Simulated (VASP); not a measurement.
# InAs (m) (F-43m) in VASP: a series of runs

The runs below take InAs (m) through single point, with PBE.

Everything below comes from runs of VASP 6.6.1. Logs are shortened: lines on timing, memory, paths and dates and some standing lists are left out, and cuts for length are marked.

### Step 1. The cell of the first run

The structure is cubic, space group F-43m (No. 216). Conventional cell: a = 6.107 Å, b = 6.107 Å, c = 6.107 Å, α = 90.00°, β = 90.00°, γ = 90.00°. Within 3.5 Å of In (site symmetry -43m) lie 4 As at 2.64 Å. As (site symmetry -43m) has 4 In at 2.64 Å within 3.5 Å.

### Step 2. Single point, PBE

INCAR

```
PREC = Accurate
ENCUT = 500
EDIFF = 1E-6
ISMEAR = 0
SIGMA = 0.1
LREAL = F
LASPH = T
NELM = 120
ALGO = Normal
ISIF = 2
LWAVE = F
LCHARG = F
GGA = PE
NBANDS = 16
GGA_COMPAT = F
```

KPOINTS

```
regular mesh
0
Gamma
  6 6 6
```

POSCAR

```
InAs
1.0
    0.0000000000      3.0535616600      3.0535616600
    3.0535616600      0.0000000000      3.0535616600
    3.0535616600      3.0535616600      0.0000000000
In As
1 1
Direct
    0.0000000000      0.0000000000      0.0000000000
    0.2500000000      0.2500000000      0.2500000000
```

Potentials or basis: VASP PAW PBE potentials, release 64 (In_d, As).

Launch:

```
> cat potpaw_PBE.64/In_d/POTCAR potpaw_PBE.64/As/POTCAR > POTCAR
> mpirun -np 1 vasp_std > vasp.out
```

OUTCAR:

```text
PREC = Accurate
   ENCUT = 500
   EDIFF = 1E-6
   ISMEAR = 0
   LREAL = F
   LASPH = T
   NELM = 120
   ISIF = 2
   GGA = PE

 ion  position               nearest neighbor table
   1  0.000  0.000  0.000-   2 2.64   2 2.64   2 2.64   2 2.64
   2  0.250  0.250  0.250-   1 2.64   1 2.64   1 2.64   1 2.64

  LATTYP: Found a face centered cubic cell.
 ALAT       =     6.1071233200

  Lattice vectors:

 A1 = (   0.0000000000,   3.0535616600,   3.0535616600)
 A2 = (   3.0535616600,   0.0000000000,   3.0535616600)
 A3 = (   3.0535616600,   3.0535616600,   0.0000000000)

Analysis of symmetry for initial positions (statically):
=====================================================================
 Subroutine PRICEL returns:
 Original cell was already a primitive cell.

 Routine SETGRP: Setting up the symmetry group for a
 face centered cubic supercell.

 Subroutine GETGRP returns: Found 24 space group operations
 (whereof 24 operations were pure point group operations)
 out of a pool of 48 trial point group operations.

The static configuration has the point symmetry T_d .

Analysis of symmetry for dynamics (positions and initial velocities):
=====================================================================
 Subroutine PRICEL returns:
 Original cell was already a primitive cell.

 Routine SETGRP: Setting up the symmetry group for a
 face centered cubic supercell.

 Subroutine GETGRP returns: Found 24 space group operations
 (whereof 24 operations were pure point group operations)
 out of a pool of 48 trial point group operations.

The dynamic configuration has the point symmetry T_d .

 Subroutine INISYM returns: Found 24 space group operations
 (whereof 24 operations are pure point group operations),
 and found     1 'primitive' translations

----------------------------------------------------------------------------------------

                                     Primitive cell

  volume of cell :      56.9443

  direct lattice vectors                    reciprocal lattice vectors
     0.000000000  3.053561660  3.053561660    -0.163743214  0.163743214  0.163743214
     3.053561660  0.000000000  3.053561660     0.163743214 -0.163743214  0.163743214
     3.053561660  3.053561660  0.000000000     0.163743214  0.163743214 -0.163743214

  length of vectors
     4.318388313  4.318388313  4.318388313     0.283611566  0.283611566  0.283611566

  position of ions in fractional coordinates (direct lattice)
     0.000000000  0.000000000  0.000000000
     0.250000000  0.250000000  0.250000000

  ion indices of the primitive-cell ions
   primitive index   ion index
                 1           1
                 2           2

----------------------------------------------------------------------------------------

 KPOINTS: regular mesh

Automatic generation of k-mesh.
 Grid dimensions read from file:
 generate k-points for:    6    6    6

 Generating k-lattice:

  Cartesian coordinates                     Fractional coordinates (reciprocal lattice)
    -0.027290536  0.027290536  0.027290536     0.166666667  0.000000000  0.000000000
     0.027290536 -0.027290536  0.027290536     0.000000000  0.166666667  0.000000000
     0.027290536  0.027290536 -0.027290536     0.000000000  0.000000000  0.166666667

  Length of vectors
     0.047268594  0.047268594  0.047268594

  Shift w.r.t. Gamma in fractional coordinates (k-lattice)
     0.000000000  0.000000000  0.000000000

 Subroutine IBZKPT returns following result:
 ===========================================

 Found     16 irreducible k-points:

 Following reciprocal coordinates:
            Coordinates               Weight
  0.000000  0.000000  0.000000      1.000000
  0.166667  0.000000  0.000000      8.000000
  0.333333  0.000000  0.000000      8.000000
  0.500000  0.000000  0.000000      4.000000
  0.166667  0.166667  0.000000      6.000000
  0.333333  0.166667  0.000000     24.000000
[... 8 lines left out ...]
 -0.333333  0.333333  0.166667     24.000000
 -0.333333  0.500000  0.166667     12.000000
   k-points           NKPTS =     16   k-points in BZ     NKDIM =     16   number of bands    NBANDS=     16
   number of dos      NEDOS =    301   number of ions     NIONS =      2
   total plane-waves  NPLWV =  32768
   dimension x,y,z NGX =    32 NGY =   32 NGZ =   32
   dimension x,y,z NGXF=    64 NGYF=   64 NGZF=   64
   ions per type =               1   1
   NGX,Y,Z   is equivalent  to a cutoff of  12.32, 12.32, 12.32 a.u.
   NGXF,Y,Z  is equivalent  to a cutoff of  24.64, 24.64, 24.64 a.u.
 SYSTEM =  unknown system
   PREC   = accura    normal or accurate (medium, high low for compatibility)
   ISTART =      0    job   : 0-new  1-cont  2-samecut
   ICHARG =      2    charge: 1-file 2-atom 10-const
   ISPIN  =      1    spin polarized calculation?
   LNONCOLLINEAR =      F non collinear calculations
   LSORBIT =      F    spin-orbit coupling
   LASPH  =      T    aspherical Exc in radial PAW
   ENCUT  =  500.0 eV  36.75 Ry    6.06 a.u.   7.87  7.87  7.87*2*pi/ulx,y,z
   NELM   =    120;   NELMIN=  2; NELMDL= -5     # of ELM steps
   EDIFF  = 0.1E-05   stopping-criterion for ELM
   LREAL  =      F    real-space projection
   EDIFFG = 0.1E-04   stopping-criterion for IOM
   NSW    =      0    number of steps for IOM
   IBRION =     -1    ionic relax: 0-MD 1-quasi-New 2-CG
   NFREE  =      0    steps in history (QN), initial steepest desc. (CG)
   ISIF   =      2    stress and relaxation
   ISYM   =      2    0-nonsym 1-usesym 2-fastsym
   POTIM  = 0.5000    time-step for ionic-motion
   TEBEG  =    0.0;   TEEND  =   0.0 temperature during run
   PSTRESS=    0.0 pullay stress
   NELECT =      18.0000    total number of electrons
   NUPDOWN=      -1.0000    fix difference up-down
   EMIN   =  10.00;   EMAX   =-10.00  energy-range for DOS
   EFERMI =   0.00;   METHOD = LEGACY
   ISMEAR =     0;   SIGMA  =   0.10  broadening in eV -4-tet -1-fermi 0-gaus
   EFERMI_NEDOS =   21; number of points for ismear=-14 and -15
   IALGO  =     38    algorithm
   IMIX   =      4    mixing-type and parameters
     AMIX     =   0.40;   BMIX     =  1.00
     AMIX_MAG =   1.60;   BMIX_MAG =  1.00
  volume/ion in A,a.u.               =      28.47       192.14
  Fermi-wavevector in a.u.,A,eV,Ry     =   1.115190  2.107404 16.920877  1.243649
  Thomas-Fermi vector in A             =   2.251793
   LORBIT       =      0    0 simple, 1 ext, 2 COOP (PROOUT), +10 PAW based schemes
   GGA     = PE    functional components
   LHFCALC =     F    Hartree Fock is set to
   AEXX    =    0.0000 exact exchange contribution
   IVDW    =     0    specifies the selected vdW correction
   LEPSILON=     F    determine dielectric tensor
   LRPA    =     F    only Hartree local field effects (RPA)
 non-spin polarized calculation
 Gauss-broadening in eV      SIGMA  =   0.10
  energy-cutoff  :      500.00
  volume of cell :       56.94
 maximum number of plane-waves:      1464
   NGX = 15   NGY = 15   NGZ = 15

 number of electron      17.9999995 magnetization

 Free energy of the ion-electron system (eV)
  ---------------------------------------------------
  ext. energy  EPLUGINS =         0.00000000
  ---------------------------------------------------
  free energy    TOTEN  =        -7.68690280 eV

  energy without entropy =       -7.68618855  energy(sigma->0) =       -7.68654567

 E-fermi :   4.2490     XC(G=0):  -8.9605

 val. band max:        4.2185498444   @ k =   0.0000   0.0000   0.0000
 cond. band min:       5.1085940061   @ k =   0.5000   0.0000   0.0000
 fundamental gap:      0.8900441617
 Fermi energy:         4.2490084064

 k-point     1 :       0.0000    0.0000    0.0000
  band No.  band energies     occupation
      1     -10.1221      2.00000
      2     -10.1221      2.00000
      3     -10.1221      2.00000
      4     -10.0085      2.00000
      5     -10.0085      2.00000
      6      -7.4547      2.00000
[... 8 lines left out ...]
     15      13.8192      0.00000
     16      13.8192      0.00000

 k-point     2 :       0.1667    0.0000    0.0000
  band No.  band energies     occupation
      1     -10.1514      2.00000
      2     -10.1133      2.00000
      3     -10.1133      2.00000
      4     -10.0084      2.00000
      5     -10.0084      2.00000
      6      -7.1876      2.00000
[... 8 lines left out ...]
     15      12.7749      0.00000
     16      12.7749      0.00000

 k-point     3 :       0.3333    0.0000    0.0000
  band No.  band energies     occupation
      1     -10.2054      2.00000
      2     -10.0989      2.00000
      3     -10.0988      2.00000
      4     -10.0049      2.00000
      5     -10.0049      2.00000
      6      -6.5259      2.00000
[... 8 lines left out ...]
     15      13.2301      0.00000
     16      13.2301      0.00000

 k-point     4 :       0.5000    0.0000    0.0000
  band No.  band energies     occupation
      1     -10.2307      2.00000
      2     -10.0937      2.00000
      3     -10.0937      2.00000
      4     -10.0011      2.00000
      5     -10.0011      2.00000
      6      -6.0748      2.00000
[... 8 lines left out ...]
     15      14.8579      0.00000
     16      14.8579      0.00000
[... 172 lines left out ...]
 k-point    14 :       0.5000    0.3333    0.1667
  band No.  band energies     occupation
      1     -10.2432      2.00000
      2     -10.0823      2.00000
      3     -10.0711      2.00000
      4     -10.0216      2.00000
      5      -9.9981      2.00000
      6      -6.0251      2.00000
[... 8 lines left out ...]
     15      14.6874      0.00000
     16      16.0090      0.00000

 k-point    15 :      -0.3333    0.3333    0.1667
  band No.  band energies     occupation
      1     -10.2544      2.00000
      2     -10.0819      2.00000
      3     -10.0637      2.00000
      4     -10.0180      2.00000
      5     -10.0014      2.00000
      6      -5.6805      2.00000
[... 8 lines left out ...]
     15      14.9404      0.00000
     16      15.8230      0.00000

 k-point    16 :      -0.3333    0.5000    0.1667
  band No.  band energies     occupation
      1     -10.2695      2.00000
      2     -10.0698      2.00000
      3     -10.0540      2.00000
      4     -10.0278      2.00000
      5      -9.9962      2.00000
      6      -5.5308      2.00000
[... 8 lines left out ...]
     15      15.6832      0.00000
     16      15.9285      0.00000

------------------------ aborting loop because EDIFF is reached ----------------------------------------

  FORCE on cell =-STRESS in cart. coord.  units (eV):
  Direction    XX          YY          ZZ          XY          YZ          ZX
  --------------------------------------------------------------------------------------
  -------------------------------------------------------------------------------------
  Total        0.7794863      0.7794863      0.7794863      0.0000000      0.0000000      0.0000000
  in kB       21.9315325     21.9315325     21.9315325      0.0000000      0.0000000      0.0000000
  external PRESSURE =      21.9315325 kB  Pullay stress =       0.0000000 kB

 VOLUME and BASIS-vectors are now :
 -----------------------------------------------------------------------------
  energy-cutoff  :      500.00
  volume of cell :       56.94
      direct lattice vectors                 reciprocal lattice vectors
     0.000000000  3.053561660  3.053561660    -0.163743214  0.163743214  0.163743214
     3.053561660  0.000000000  3.053561660     0.163743214 -0.163743214  0.163743214
     3.053561660  3.053561660  0.000000000     0.163743214  0.163743214 -0.163743214

 POSITION                                       TOTAL-FORCE (eV/Angst)
 -----------------------------------------------------------------------------------
      0.00000      0.00000      0.00000        -0.000000     -0.000000     -0.000000
      1.52678      1.52678      1.52678         0.000000      0.000000      0.000000
 -----------------------------------------------------------------------------------
    total drift:                               -0.000000     -0.000000      0.000000

  FREE ENERGIE OF THE ION-ELECTRON SYSTEM (eV)
  ---------------------------------------------------
  free  energy   TOTEN  =        -7.6869028003 eV

  energy  without entropy=       -7.6861885474  energy(sigma->0) =       -7.68654567
```

It took 12 s on 1 thread of Intel Xeon 6975P-C, shared host; peak memory 0.18 GiB.

Results:

```
Free energy            : -7.6869 eV
Pressure               : 2.2 GPa
Band gap on the k mesh : zero (filled and empty bands touch)
```

Levels at points of the mesh, in eV from the Fermi level:
| k point | band 6 | band 7 | band 8 | band 9 | band 10 | band 11 | band 12 | band 13 |
| --- | --- | --- | --- | --- | --- | --- | --- | --- |
| (0.00, 0.00, 0.00) | -11.70 | -0.38 | -0.03 | -0.03 | -0.03 | 3.86 | 3.86 | 3.86 |
| (0.50, 0.00, 0.00) | -10.32 | -5.65 | -0.98 | -0.98 | 0.86 | 4.62 | 4.62 | 6.78 |
| (0.50, 0.50, 0.00) | -9.81 | -5.75 | -2.26 | -2.26 | 1.56 | 2.02 | 8.96 | 9.03 |

Caveat: spin-orbit coupling is left out, which moves the levels of the heavy elements.

### Step 3. Single point, PBE

This run uses another cell than the first one, of 29.60 Å³/atom, 1.039 times its volume.

INCAR

```
ALGO = Normal
EDIFF = 1E-6
ENCUT = 500
GGA = PE
GGA_COMPAT = F
ISIF = 2
ISMEAR = 0
LASPH = T
LCHARG = F
LREAL = F
LWAVE = F
NBANDS = 16
NELM = 120
PREC = Accurate
SIGMA = 0.1
```

KPOINTS

```
k-points
0
Gamma
  12 12 12
```

POSCAR

```
InAs
1.0
    0.0000000000      3.0932301326      3.0932301326
    3.0932301326      0.0000000000      3.0932301326
    3.0932301326      3.0932301326      0.0000000000
In As
1 1
Direct
    0.0000000000      0.0000000000      0.0000000000
    0.2500000000      0.2500000000      0.2500000000
```

Potentials or basis: VASP PAW PBE potentials, release 64 (In_d, As).

Launch:

```
> cat potpaw_PBE.64/In_d/POTCAR potpaw_PBE.64/As/POTCAR > POTCAR
> mpirun -np 1 vasp_std > vasp.out
```

Wall time 38 s (1 thread of Intel Xeon 6975P-C, shared host); peak memory 0.22 GiB.

The run converged. Its results:

```
Free energy            : -7.7198 eV
Pressure               : 0.0 GPa
Band gap on the k mesh : zero (filled and empty bands touch)
```

Levels at points of the mesh, in eV from the Fermi level:
| k point | band 5 | band 6 | band 7 | band 8 | band 9 | band 10 | band 11 | band 12 | band 13 | band 14 |
| --- | --- | --- | --- | --- | --- | --- | --- | --- | --- | --- |
| (0.00, 0.00, 0.00) | -14.23 | -11.51 | -0.61 | -0.07 | -0.07 | -0.07 | 3.81 | 3.81 | 3.81 | 7.21 |
| (0.50, 0.00, 0.00) | -14.23 | -10.24 | -5.50 | -0.96 | -0.96 | 0.75 | 4.57 | 4.57 | 6.69 | 8.63 |
| (0.50, 0.50, 0.00) | -14.21 | -9.77 | -5.62 | -2.17 | -2.17 | 1.59 | 1.98 | 8.69 | 8.74 | 8.74 |

Caveat: spin-orbit coupling is left out, which moves the levels of the heavy elements.
